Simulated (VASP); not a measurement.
# Sn (Fm-3m) in VASP: further runs

Runs on Sn. Level: PBE. Tasks: single point.

All numbers are computed with VASP 6.6.1; they aren't measurements. Logs are shortened: lines on timing, memory, paths and dates and some standing lists are left out, and cuts for length are marked.

### 1 The cell of the first run

Symmetry: Fm-3m, No. 225, cubic system. Conventional cell: a = 4.911 Å, b = 4.911 Å, c = 4.911 Å, α = 90.00°, β = 90.00°, γ = 90.00°. Within 4.6 Å of Sn (site symmetry m-3m) lie 12 Sn at 3.47 Å.

### 2 Single point, PBE

Input file INCAR:

```
SYSTEM = Sn
PREC = Accurate ; ENCUT = 520
EDIFF = 1E-6 ; ISMEAR = -1
SIGMA = 0.06122561905347299 ; LREAL = .False.
LASPH = .True. ; NELM = 80
ALGO = Normal ; ISIF = 2
LWAVE = .False. ; LCHARG = .False.
GGA = PE ; NBANDS = 13
```

Input file KPOINTS:

```
regular mesh
0
Gamma
  13 13 13
  0 0 0
```

Input file POSCAR:

```
Sn
1.0
    0.0000000000      2.4552917801      2.4552917801
    2.4552917801      0.0000000000      2.4552917801
    2.4552917801      2.4552917801      0.0000000000
Sn
1
Direct
    0.0000000000      0.0000000000      0.0000000000
```

Potentials or basis: VASP PAW PBE potentials, release 64 (Sn_d).

Run with:

```sh
> cat potpaw_PBE.64/Sn_d/POTCAR > POTCAR
> mpirun -np 1 vasp_std > vasp.out
```

OUTCAR:

```text
SYSTEM = Sn
   PREC = Accurate
   ENCUT = 520
   EDIFF = 1E-6
   ISMEAR = -1
   LREAL = .False.
   LASPH = .True.
   NELM = 80
   ISIF = 2
   GGA = PE

 ion  position               nearest neighbor table
   1  0.000  0.000  0.000-

  LATTYP: Found a face centered cubic cell.
 ALAT       =     4.9105835602

  Lattice vectors:

 A1 = (   0.0000000000,   2.4552917801,   2.4552917801)
 A2 = (   2.4552917801,   0.0000000000,   2.4552917801)
 A3 = (   2.4552917801,   2.4552917801,   0.0000000000)

Analysis of symmetry for initial positions (statically):
=====================================================================
 Subroutine PRICEL returns:
 Original cell was already a primitive cell.

 Routine SETGRP: Setting up the symmetry group for a
 face centered cubic supercell.

 Subroutine GETGRP returns: Found 48 space group operations
 (whereof 48 operations were pure point group operations)
 out of a pool of 48 trial point group operations.

The static configuration has the point symmetry O_h .

Analysis of symmetry for dynamics (positions and initial velocities):
=====================================================================
 Subroutine PRICEL returns:
 Original cell was already a primitive cell.

 Routine SETGRP: Setting up the symmetry group for a
 face centered cubic supercell.

 Subroutine GETGRP returns: Found 48 space group operations
 (whereof 48 operations were pure point group operations)
 out of a pool of 48 trial point group operations.

The dynamic configuration has the point symmetry O_h .

 Subroutine INISYM returns: Found 48 space group operations
 (whereof 48 operations are pure point group operations),
 and found     1 'primitive' translations

----------------------------------------------------------------------------------------

                                     Primitive cell

  volume of cell :      29.6032

  direct lattice vectors                    reciprocal lattice vectors
     0.000000000  2.455291780  2.455291780    -0.203641785  0.203641785  0.203641785
     2.455291780  0.000000000  2.455291780     0.203641785 -0.203641785  0.203641785
     2.455291780  2.455291780  0.000000000     0.203641785  0.203641785 -0.203641785

  length of vectors
     3.472306935  3.472306935  3.472306935     0.352717918  0.352717918  0.352717918

  position of ions in fractional coordinates (direct lattice)
     0.000000000  0.000000000  0.000000000

  ion indices of the primitive-cell ions
   primitive index   ion index
                 1           1

----------------------------------------------------------------------------------------

 KPOINTS: regular mesh

Automatic generation of k-mesh.
 Grid dimensions read from file:
 generate k-points for:   13   13   13

 Generating k-lattice:

  Cartesian coordinates                     Fractional coordinates (reciprocal lattice)
    -0.015664753  0.015664753  0.015664753     0.076923077  0.000000000  0.000000000
     0.015664753 -0.015664753  0.015664753     0.000000000  0.076923077  0.000000000
     0.015664753  0.015664753 -0.015664753     0.000000000  0.000000000  0.076923077

  Length of vectors
     0.027132148  0.027132148  0.027132148

  Shift w.r.t. Gamma in fractional coordinates (k-lattice)
     0.000000000  0.000000000  0.000000000

 Subroutine IBZKPT returns following result:
 ===========================================

 Found     84 irreducible k-points:

 Following reciprocal coordinates:
            Coordinates               Weight
  0.000000  0.000000  0.000000      1.000000
  0.076923  0.000000  0.000000      8.000000
  0.153846  0.000000  0.000000      8.000000
  0.230769  0.000000  0.000000      8.000000
  0.307692  0.000000  0.000000      8.000000
  0.384615  0.000000  0.000000      8.000000
[... 16 lines left out ...]
  0.384615  0.153846  0.000000     24.000000
  0.461538  0.153846  0.000000     24.000000
 [... further k-points ...]
   k-points           NKPTS =     84   k-points in BZ     NKDIM =     84   number of bands    NBANDS=     13
   number of dos      NEDOS =    301   number of ions     NIONS =      1
   total plane-waves  NPLWV =  21952
   dimension x,y,z NGX =    28 NGY =   28 NGZ =   28
   dimension x,y,z NGXF=    56 NGYF=   56 NGZF=   56
   ions per type =               1
   NGX,Y,Z   is equivalent  to a cutoff of  13.41, 13.41, 13.41 a.u.
   NGXF,Y,Z  is equivalent  to a cutoff of  26.81, 26.81, 26.81 a.u.
 SYSTEM =  Sn
   PREC   = accura    normal or accurate (medium, high low for compatibility)
   ISTART =      0    job   : 0-new  1-cont  2-samecut
   ICHARG =      2    charge: 1-file 2-atom 10-const
   ISPIN  =      1    spin polarized calculation?
   LNONCOLLINEAR =      F non collinear calculations
   LSORBIT =      F    spin-orbit coupling
   LASPH  =      T    aspherical Exc in radial PAW
   ENCUT  =  520.0 eV  38.22 Ry    6.18 a.u.   6.46  6.46  6.46*2*pi/ulx,y,z
   NELM   =     80;   NELMIN=  2; NELMDL= -5     # of ELM steps
   EDIFF  = 0.1E-05   stopping-criterion for ELM
   LREAL  =      F    real-space projection
   EDIFFG = 0.1E-04   stopping-criterion for IOM
   NSW    =      0    number of steps for IOM
   IBRION =     -1    ionic relax: 0-MD 1-quasi-New 2-CG
   NFREE  =      0    steps in history (QN), initial steepest desc. (CG)
   ISIF   =      2    stress and relaxation
   ISYM   =      2    0-nonsym 1-usesym 2-fastsym
   POTIM  = 0.5000    time-step for ionic-motion
   TEBEG  =    0.0;   TEEND  =   0.0 temperature during run
   PSTRESS=    0.0 pullay stress
   NELECT =      14.0000    total number of electrons
   NUPDOWN=      -1.0000    fix difference up-down
   EMIN   =  10.00;   EMAX   =-10.00  energy-range for DOS
   EFERMI =   0.00;   METHOD = LEGACY
   ISMEAR =    -1;   SIGMA  =   0.06  broadening in eV -4-tet -1-fermi 0-gaus
   EFERMI_NEDOS =   21; number of points for ismear=-14 and -15
   IALGO  =     38    algorithm
   IMIX   =      4    mixing-type and parameters
     AMIX     =   0.40;   BMIX     =  1.00
     AMIX_MAG =   1.60;   BMIX_MAG =  1.00
  volume/ion in A,a.u.               =      29.60       199.77
  Fermi-wavevector in a.u.,A,eV,Ry     =   1.275472  2.410293 22.134364  1.626830
  Thomas-Fermi vector in A             =   2.408183
   LORBIT       =      0    0 simple, 1 ext, 2 COOP (PROOUT), +10 PAW based schemes
   GGA     = PE    functional components
   LHFCALC =     F    Hartree Fock is set to
   AEXX    =    0.0000 exact exchange contribution
   IVDW    =     0    specifies the selected vdW correction
   LEPSILON=     F    determine dielectric tensor
   LRPA    =     F    only Hartree local field effects (RPA)
 non-spin polarized calculation
  energy-cutoff  :      520.00
  volume of cell :       29.60
 maximum number of plane-waves:       821
 NGX is ok and might be reduce to    28
   NGX = 13   NGY = 13   NGZ = 13

 number of electron      13.9999999 magnetization

 Free energy of the ion-electron system (eV)
  ---------------------------------------------------
  ext. energy  EPLUGINS =         0.00000000
  ---------------------------------------------------
  free energy    TOTEN  =        -3.77521245 eV

  energy without entropy =       -3.76869845  energy(sigma->0) =       -3.77195545

 E-fermi :   7.1734     XC(G=0):  -9.9687

 val. band max:        7.1397620084   @ k =   0.3846   0.3077   0.0000
 cond. band min:       7.2113997920   @ k =   0.3077   0.0769   0.0000
 fundamental gap:      0.0716377836
 Fermi energy:         7.1734118653

 k-point     1 :       0.0000    0.0000    0.0000
  band No.  band energies     occupation
      1     -14.3841      2.00000
      2     -14.3841      2.00000
      3     -14.3841      2.00000
      4     -14.3264      2.00000
      5     -14.3264      2.00000
      6      -3.3941      2.00000
      7      14.1619      0.00000
      8      14.1619      0.00000
      9      14.1619      0.00000
     10      17.6475      0.00000
     11      18.4710      0.00000
     12      18.4710      0.00000
     13      18.4710      0.00000

 k-point     2 :       0.0769    0.0000    0.0000
  band No.  band energies     occupation
      1     -14.3836      2.00000
      2     -14.3804      2.00000
      3     -14.3804      2.00000
      4     -14.3265      2.00000
      5     -14.3265      2.00000
      6      -3.2810      2.00000
      7      13.0091      0.00000
      8      13.9971      0.00000
      9      13.9971      0.00000
     10      16.9944      0.00000
     11      18.7618      0.00000
     12      18.7618      0.00000
     13      19.7771      0.00000

 k-point     3 :       0.1538    0.0000    0.0000
  band No.  band energies     occupation
      1     -14.3825      2.00000
      2     -14.3725      2.00000
      3     -14.3725      2.00000
      4     -14.3242      2.00000
      5     -14.3242      2.00000
      6      -2.9418      2.00000
      7      10.8239      0.00000
      8      13.6192      0.00000
      9      13.6192      0.00000
     10      16.5964      0.00000
     11      19.3253      0.00000
     12      19.3253      0.00000
     13      20.3177      0.00000
[... 305 lines left out ...]
 k-point    23 :       0.3846    0.1538    0.0000
  band No.  band energies     occupation
      1     -14.3951      2.00000
      2     -14.3629      2.00000
      3     -14.3476      2.00000
      4     -14.3083      2.00000
      5     -14.2744      2.00000
      6      -0.9043      2.00000
      7       6.1288      2.00000
      8      10.8862      0.00000
      9      11.1722      0.00000
     10      14.6698      0.00000
     11      18.2686      0.00000
     12      20.2522      0.00000
     13      20.6593      0.00000

 k-point    24 :       0.4615    0.1538    0.0000
  band No.  band energies     occupation
      1     -14.3916      2.00000
      2     -14.3623      2.00000
      3     -14.3523      2.00000
      4     -14.2962      2.00000
      5     -14.2658      2.00000
      6       0.0695      2.00000
      7       4.4272      2.00000
      8      10.2569      0.00000
      9      11.2188      0.00000
     10      14.5773      0.00000
     11      19.0665      0.00000
     12      19.5422      0.00000
     13      21.0318      0.00000

 [... further k-points ...]
[... 5 lines left out ...]
  --------------------------------------------------------------------------------------
  -------------------------------------------------------------------------------------
  Total       -0.4172627     -0.4172627     -0.4172627     -0.0000000     -0.0000000      0.0000000
  in kB      -22.5829602    -22.5829602    -22.5829602     -0.0000000     -0.0000000      0.0000000
  external PRESSURE =     -22.5829602 kB  Pullay stress =       0.0000000 kB

 VOLUME and BASIS-vectors are now :
 -----------------------------------------------------------------------------
  energy-cutoff  :      520.00
  volume of cell :       29.60
      direct lattice vectors                 reciprocal lattice vectors
     0.000000000  2.455291780  2.455291780    -0.203641785  0.203641785  0.203641785
     2.455291780  0.000000000  2.455291780     0.203641785 -0.203641785  0.203641785
     2.455291780  2.455291780  0.000000000     0.203641785  0.203641785 -0.203641785

 POSITION                                       TOTAL-FORCE (eV/Angst)
 -----------------------------------------------------------------------------------
      0.00000      0.00000      0.00000         0.000000      0.000000      0.000000
 -----------------------------------------------------------------------------------
    total drift:                               -0.000000     -0.000000     -0.000000

  FREE ENERGIE OF THE ION-ELECTRON SYSTEM (eV)
  ---------------------------------------------------
  free  energy   TOTEN  =        -3.7752124502 eV

  energy  without entropy=       -3.7686984481  energy(sigma->0) =       -3.77195545
```

Wall time 50 s (1 thread of Intel Xeon Platinum 8259CL at 2.50GHz (Skylake/Cascade Lake), shared host); peak memory 0.17 GiB.

Results:

```yaml
Free_energy: -3.7752 eV
Pressure: -2.3 GPa
Band_gap_on_the_k_mesh: zero (band 7 reaches 14.16 eV, above the bottom of band 8 at 5.38 eV)
```

Levels at points of the mesh, in eV from the Fermi level:
```csv
k point,band 4,band 5,band 6,band 7,band 8,band 9,band 10,band 11
"(0.00, 0.00, 0.00)",-21.50,-21.50,-10.57,6.99,6.99,6.99,10.47,11.30
```

Caveat: spin-orbit coupling is left out, which moves the levels of the heavy elements.

(Part 1 of 2 ends here.)
